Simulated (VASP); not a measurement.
MgS (rocksalt type):

```
Mg S
1.0
     0.00000    2.44459    2.44459
     2.44459    0.00000    2.44459
     2.44459    2.44459    0.00000
Mg S
1 1
Direct
  0.00000 0.00000 0.00000
  0.50000 0.50000 0.50000
```

| Item | Value |
| --- | --- |
| Program | VASP 6.6.1 |
| Task | relaxation of cell and atoms |
| Functional | PBE |
| Potentials or basis | VASP PAW PBE potentials, release 64 (Mg, S) |
| Cutoff | 600 eV |
| k mesh | 14 × 14 × 14 |
| Occupations | fermi-dirac, width 0.03 eV |
| Spin | no spin polarisation |

At the start: pressure 22.2 GPa; volume 14.61 Å³/atom.

Task: Where does the relaxation end?

Result: Over 5 steps the energy falls by 187.6 meV/atom and the volume is 17.80 Å³/atom (+21.9 %); space group Fm-3m (No. 225, to 0.05 Å).

The path:
```
step  energy change (eV)  largest force (eV/Å)  pressure (GPa)  volume (Å³)
   1              0.0000                0.0000           22.24        29.22
   2             -0.3224                0.0000           -5.19        38.66
   3             -0.3752                0.0000            0.14        35.55
   4             -0.3752                0.0000           -0.15        35.69
   5             -0.3753                0.0000            0.02        35.61
```

Final structure:
```yaml
crystal:
  lattice:
    - [0.00000, 2.61122, 2.61122]
    - [2.61122, 0.00000, 2.61122]
    - [2.61122, 2.61122, 0.00000]
  atoms:
    - { symbol: Mg, position: [0.00000, 0.00000, 0.00000] }
    - { symbol: S, position: [0.50000, 0.50000, 0.50000] }
```

Caveat: the volume moved by over 15 % at a fixed basis, so the end points are rough.
